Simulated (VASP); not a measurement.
# Si3N4 (I-43d) in VASP: settings compared, part 3 of 3

VASP 6.6.1. The steps go on from the part before.

### 4 Single point, PBE

This run uses another cell than the first one, of 9.76 Å³/atom, 1.022 times its volume.

The input, INCAR:

```
SYSTEM = Si3N4
ALGO = Normal
EDIFF = 1E-6
ENCUT = 520
GGA = PE
ISIF = 2
ISMEAR = -1
LASPH = .TRUE.
LCHARG = .FALSE.
LREAL = .FALSE.
LWAVE = .FALSE.
NBANDS = 45
NELM = 60
PREC = Accurate
SIGMA = 0.02
```

The input, KPOINTS:

```
k-points
0
G
  6 6 6
  0 0 0
```

The input, POSCAR:

```
Si3N4
1.0
   -3.2451927048      3.2451927048      3.2451927048
    3.2451927048     -3.2451927048      3.2451927048
    3.2451927048      3.2451927048     -3.2451927048
Si N
6 8
Direct
    0.3750000000      0.2500000000      0.6250000000
    0.6250000000      0.3750000000      0.2500000000
    0.8750000000      0.1250000000      0.7500000000
    0.2500000000      0.6250000000      0.3750000000
    0.7500000000      0.8750000000      0.1250000000
    0.1250000000      0.7500000000      0.8750000000
    0.5000000000      0.0000000000      0.0627124369
    0.5627124369      0.5000000000      0.0000000000
    0.9372875631      0.9372875631      0.9372875631
    0.0000000000      0.5627124369      0.5000000000
    0.4372875631      0.4372875631      0.4372875631
    0.0000000000      0.0627124369      0.5000000000
    0.5000000000      0.0000000000      0.5627124369
    0.0627124369      0.5000000000      0.0000000000
```

Potentials or basis: VASP PAW PBE potentials, release 64 (Si, N).

Command:

```
> cat potpaw_PBE.64/Si/POTCAR potpaw_PBE.64/N/POTCAR > POTCAR
> mpirun -np 1 vasp_std > vasp.out
```

OUTCAR:

```text
SYSTEM = Si3N4
   EDIFF = 1E-6
   ENCUT = 520
   GGA = PE
   ISIF = 2
   ISMEAR = -1
   LASPH = .TRUE.
   LREAL = .FALSE.
   NELM = 60
   PREC = Accurate

 ion  position               nearest neighbor table
   1  0.375  0.250  0.625-   8 1.76  11 1.76  12 1.76  13 1.76   4 3.04   5 3.04   2 3.04   2 3.04
                             3 3.04   4 3.04   3 3.04   5 3.04
   2  0.625  0.375  0.250-   7 1.76  10 1.76   8 1.76  11 1.76   5 3.04   4 3.04   6 3.04   1 3.04
                             4 3.04   1 3.04   5 3.04   6 3.04
   3  0.875  0.125  0.750-  13 1.76  14 1.76   9 1.76  12 1.76   6 3.04   6 3.04   4 3.04   1 3.04
                             5 3.04   5 3.04   1 3.04   4 3.04
   4  0.250  0.625  0.375-  14 1.76  11 1.76  13 1.76  10 1.76   6 3.04   3 3.04   1 3.04   1 3.04
                             2 3.04   6 3.04   3 3.04   2 3.04
   5  0.750  0.875  0.125-   7 1.76   8 1.76   9 1.76  12 1.76   6 3.04   1 3.04   3 3.04   2 3.04
                             3 3.04   2 3.04   1 3.04   6 3.04
   6  0.125  0.750  0.875-  10 1.76   9 1.76   7 1.76  14 1.76   5 3.04   5 3.04   2 3.04   3 3.04
                             4 3.04   4 3.04   3 3.04   2 3.04
   7  0.500  0.000  0.063-   2 1.76   5 1.76   6 1.76
   8  0.563  0.500  0.000-   1 1.76   2 1.76   5 1.76
   9  0.937  0.937  0.937-   3 1.76   5 1.76   6 1.76
  10  0.000  0.563  0.500-   2 1.76   6 1.76   4 1.76
  11  0.437  0.437  0.437-   1 1.76   2 1.76   4 1.76
  12  0.000  0.063  0.500-   1 1.76   3 1.76   5 1.76
  13  0.500  0.000  0.563-   3 1.76   1 1.76   4 1.76
  14  0.063  0.500  0.000-   3 1.76   4 1.76   6 1.76

  LATTYP: Found a body centered cubic cell.
 ALAT       =     6.4903854096

  Lattice vectors:

 A1 = (  -3.2451927048,   3.2451927048,   3.2451927048)
 A2 = (   3.2451927048,  -3.2451927048,   3.2451927048)
 A3 = (   3.2451927048,   3.2451927048,  -3.2451927048)

Analysis of symmetry for initial positions (statically):
=====================================================================
[... 174 lines left out ...]
  volume of cell :      136.70
 maximum number of plane-waves:      3707
 NGX is ok and might be reduce to    42
   NGX = 21   NGY = 21   NGZ = 21

 number of electron      63.9999999 magnetization

 Free energy of the ion-electron system (eV)
  ---------------------------------------------------
  ext. energy  EPLUGINS =         0.00000000
  ---------------------------------------------------
  free energy    TOTEN  =      -113.15155675 eV

  energy without entropy =     -113.15155675  energy(sigma->0) =     -113.15155675

 E-fermi :   8.1077     XC(G=0): -11.3446

 val. band max:        7.6220830229   @ k =   0.3333   0.3333   0.0000
 cond. band min:      11.6614365774   @ k =  -0.1667   0.1667   0.1667
 fundamental gap:      4.0393535545
 Fermi energy:         8.1076630047

 k-point     1 :       0.0000    0.0000    0.0000
  band No.  band energies     occupation
      1     -10.5036      2.00000
      2      -7.6582      2.00000
      3      -7.6582      2.00000
      4      -7.6582      2.00000
      5      -7.1438      2.00000
      6      -7.1438      2.00000
[... 741 lines left out ...]
     43      16.0919      0.00000
     44      16.0919      0.00000
 [bands above 44 left out]

------------------------ aborting loop because EDIFF is reached ----------------------------------------

  FORCE on cell =-STRESS in cart. coord.  units (eV):
  Direction    XX          YY          ZZ          XY          YZ          ZX
  --------------------------------------------------------------------------------------
  -------------------------------------------------------------------------------------
  Total       -0.2401328     -0.2401328     -0.2401328     -0.0000000     -0.0000000     -0.0000000
  in kB       -2.8143657     -2.8143657     -2.8143657     -0.0000000     -0.0000000     -0.0000000
  external PRESSURE =      -2.8143657 kB  Pullay stress =       0.0000000 kB

 VOLUME and BASIS-vectors are now :
 -----------------------------------------------------------------------------
  energy-cutoff  :      520.00
  volume of cell :      136.70
      direct lattice vectors                 reciprocal lattice vectors
    -3.245192705  3.245192705  3.245192705     0.000000000  0.154074055  0.154074055
     3.245192705 -3.245192705  3.245192705     0.154074055  0.000000000  0.154074055
     3.245192705  3.245192705 -3.245192705     0.154074055  0.154074055  0.000000000

 POSITION                                       TOTAL-FORCE (eV/Angst)
 -----------------------------------------------------------------------------------
      1.62260      2.43389      0.00000         0.000000      0.000000      0.000000
     -0.00000      1.62260      2.43389         0.000000      0.000000      0.000000
      0.00000      4.86779      0.81130         0.000000      0.000000      0.000000
      2.43389     -0.00000      1.62260         0.000000      0.000000     -0.000000
      0.81130     -0.00000      4.86779         0.000000      0.000000      0.000000
      4.86779      0.81130      0.00000         0.000000      0.000000     -0.000000
     -1.41908      1.82611      1.41908         0.002651      0.002651     -0.002651
     -0.20351      0.20351      3.44871        -0.002651      0.002651      0.002651
      3.04168      3.04168      3.04168        -0.002651     -0.002651     -0.002651
      3.44871     -0.20351      0.20351         0.002651     -0.002651      0.002651
      1.41908      1.41908      1.41908        -0.002651     -0.002651     -0.002651
      1.82611      1.41908     -1.41908         0.002651     -0.002651      0.002651
      0.20351      3.44871     -0.20351         0.002651      0.002651     -0.002651
      1.41908     -1.41908      1.82611        -0.002651      0.002651      0.002651
 -----------------------------------------------------------------------------------
    total drift:                               -0.000001     -0.000001     -0.000001

  FREE ENERGIE OF THE ION-ELECTRON SYSTEM (eV)
  ---------------------------------------------------
  free  energy   TOTEN  =      -113.1515567525 eV

  energy  without entropy=     -113.1515567525  energy(sigma->0) =     -113.15155675
```

OSZICAR:

```text
N       E                     dE             d eps       ncg     rms          rms(c)
DAV:   1     0.252678963915E+03    0.25268E+03   -0.31238E+04  1440   0.131E+03
DAV:   2    -0.109211774419E+03   -0.36189E+03   -0.34493E+03  1810   0.275E+02
DAV:   3    -0.128942606502E+03   -0.19731E+02   -0.19591E+02  1840   0.662E+01
DAV:   4    -0.129194413586E+03   -0.25181E+00   -0.25103E+00  1776   0.800E+00
DAV:   5    -0.129199879367E+03   -0.54658E-02   -0.54597E-02  1771   0.109E+00    0.284E+01
DAV:   6    -0.113219564632E+03    0.15980E+02   -0.57673E+01  1728   0.303E+01    0.126E+01
DAV:   7    -0.113194072645E+03    0.25492E-01   -0.29640E+00  1872   0.708E+00    0.614E+00
DAV:   8    -0.113151961922E+03    0.42111E-01   -0.15551E-01  1705   0.193E+00    0.194E+00
DAV:   9    -0.113150377372E+03    0.15845E-02   -0.33867E-02  1776   0.927E-01    0.331E-01
DAV:  10    -0.113151477338E+03   -0.11000E-02   -0.28459E-03  1728   0.229E-01    0.123E-01
DAV:  11    -0.113151552593E+03   -0.75255E-04   -0.46793E-04  1672   0.109E-01    0.330E-02
DAV:  12    -0.113151554911E+03   -0.23174E-05   -0.14206E-05  1792   0.216E-02    0.112E-02
DAV:  13    -0.113151556566E+03   -0.16551E-05   -0.28266E-06  1288   0.870E-03    0.268E-03
DAV:  14    -0.113151556753E+03   -0.18678E-06   -0.37844E-07   960   0.294E-03
   1 F= -.11315156E+03 E0= -.11315156E+03  d E =-.499698E-11
```

stdout:

```text
POSCAR found type information on POSCAR SiN
 POSCAR found :  2 types and      14 ions
 scaLAPACK will be used
 LDA part: xc-table for (Slater+PW92), standard interpolation
 POSCAR, INCAR and KPOINTS ok, starting setup
 FFT: planning ... GRIDC
 FFT: planning ... GRID_SOFT
 FFT: planning ... GRID
 WAVECAR not read
 entering main loop
```

It took 77 s on 1 thread of Intel Xeon Platinum 8488C (Sapphire Rapids), shared host; peak memory 0.28 GiB.

Results:

```yaml
Free_energy: -113.1516 eV
Pressure: -0.3 GPa
Largest_force: 0.005 eV/Å
Band_gap_on_the_k_mesh: 4.04 eV, indirect (least direct gap 4.22 eV)
```

Forces on the atoms (eV/Å):
```
Si   0.000  0.000  0.000
Si   0.000  0.000  0.000
Si   0.000  0.000  0.000
Si   0.000  0.000  0.000
Si   0.000  0.000  0.000
Si   0.000  0.000  0.000
N    0.003  0.003 -0.003
N   -0.003  0.003  0.003
N   -0.003 -0.003 -0.003
N    0.003 -0.003  0.003
N   -0.003 -0.003 -0.003
N    0.003 -0.003  0.003
N    0.003  0.003 -0.003
N   -0.003  0.003  0.003
```

A k mesh can miss the band edges.

### 5 Single point, r2SCAN

The input, POSCAR:

```
Si3N4
1.0
   -3.2213760741      3.2213760741      3.2213760741
    3.2213760741     -3.2213760741      3.2213760741
    3.2213760741      3.2213760741     -3.2213760741
Si N
6 8
Direct
    0.3750000000      0.2500000000      0.6250000000
    0.6250000000      0.3750000000      0.2500000000
    0.8750000000      0.1250000000      0.7500000000
    0.2500000000      0.6250000000      0.3750000000
    0.7500000000      0.8750000000      0.1250000000
    0.1250000000      0.7500000000      0.8750000000
    0.5000000000      0.0000000000      0.0625071014
    0.5625071014      0.5000000000      0.0000000000
    0.9374928986      0.9374928986      0.9374928986
    0.0000000000      0.5625071014      0.5000000000
    0.4374928986      0.4374928986      0.4374928986
    0.0000000000      0.0625071014      0.5000000000
    0.5000000000      0.0000000000      0.5625071014
    0.0625071014      0.5000000000      0.0000000000
```

The input, INCAR.step1:

```
  PREC = Accurate
  ENCUT = 520
  ISMEAR = -1
  SIGMA = 0.02
  LREAL = False
  LASPH = True
  NELM = 60
  NBANDS = 45
  GGA = PE
  ALGO = Normal
  EDIFF = 1E-4
  LWAVE = True
  LCHARG = False
```

The input, INCAR.step2:

```
  PREC = Accurate
  ENCUT = 520
  EDIFF = 1E-6
  ISMEAR = -1
  SIGMA = 0.02
  LREAL = False
  LASPH = True
  NELM = 60
  ALGO = Normal
  ISIF = 2
  LWAVE = False
  LCHARG = False
  METAGGA = R2SCAN
  LMIXTAU = True
  NBANDS = 45
  ISTART = 1
```

The input, KPOINTS:

```
regular mesh
0
Gamma
  6 6 6
```

Command:

```
> cat potpaw_PBE.64/Si/POTCAR potpaw_PBE.64/N/POTCAR > POTCAR
> cp INCAR.step1 INCAR
> mpirun -np 1 vasp_std > vasp.out
> cp INCAR.step2 INCAR
> mpirun -np 1 vasp_std > vasp.out
```

Wall time 3.5 min (1 thread of Intel Xeon Platinum 8488C (Sapphire Rapids), shared host); peak memory 0.31 GiB.

It converged, with:

```
Free energy            : -142.7698 eV
Pressure               : -0.2 GPa
Band gap on the k mesh : 4.75 eV, indirect (least direct gap 4.93 eV)
```

Forces in eV/Å, atoms in the order of the input:
```
Si   0.000  0.000  0.000
Si   0.000  0.000  0.000
Si   0.000  0.000  0.000
Si   0.000  0.000  0.000
Si   0.000  0.000  0.000
Si   0.000  0.000  0.000
N    0.001  0.001 -0.001
N   -0.001  0.001  0.001
N   -0.001 -0.001 -0.001
N    0.001 -0.001  0.001
N   -0.001 -0.001 -0.001
N    0.001 -0.001  0.001
N    0.001  0.001 -0.001
N   -0.001  0.001  0.001
```

Levels at points of the mesh, in eV from the valence-band top:
| k point | band 28 | band 29 | band 30 | band 31 | band 32 | band 33 | band 34 | band 35 | band 36 | band 37 |
| --- | --- | --- | --- | --- | --- | --- | --- | --- | --- | --- |
| (0.00, 0.00, 0.00) | -2.00 | -0.16 | -0.16 | -0.16 | -0.08 | 5.27 | 5.27 | 5.40 | 5.40 | 5.40 |
| (0.50, 0.00, 0.00) | -2.05 | -1.31 | -1.31 | -0.02 | -0.02 | 5.64 | 5.64 | 6.76 | 6.76 | 7.13 |
| (0.50, 0.50, 0.50) | -1.98 | -1.98 | -1.98 | -1.25 | -1.25 | 6.11 | 6.11 | 6.11 | 6.11 | 6.11 |

Caveat: the PAW data sets were made with another functional, which shifts forces and pressure a little. A k mesh can miss the band edges.

### 6 Overview

| level | cell | gap on the mesh (eV) | pressure (GPa) |
| --- | --- | --- | --- |
| PBE | a = 5.580 Å, angles 109.5°, 14 atoms | 4.13 | 5.7 |
| PBEsol | a = 5.590 Å, angles 109.5°, 14 atoms | 3.97 | 0.2 |
| PBE | a = 5.621 Å, angles 109.5°, 14 atoms | 4.04 | -0.3 |
| r2SCAN | a = 5.580 Å, angles 109.5°, 14 atoms | 4.75 | -0.2 |

Alike in all rows: task single point; potentials or basis VASP PAW PBE potentials, release 64 (Si, N); no spin polarisation; k mesh 6 × 6 × 6; cutoff (eV) 520; smearing fermi-dirac 0.02 eV.

Caveats: the PAW data sets were made with another functional, which shifts forces and pressure a little (some runs).

Total energies depend on the potentials used, so only differences within one code and one set of settings carry meaning.
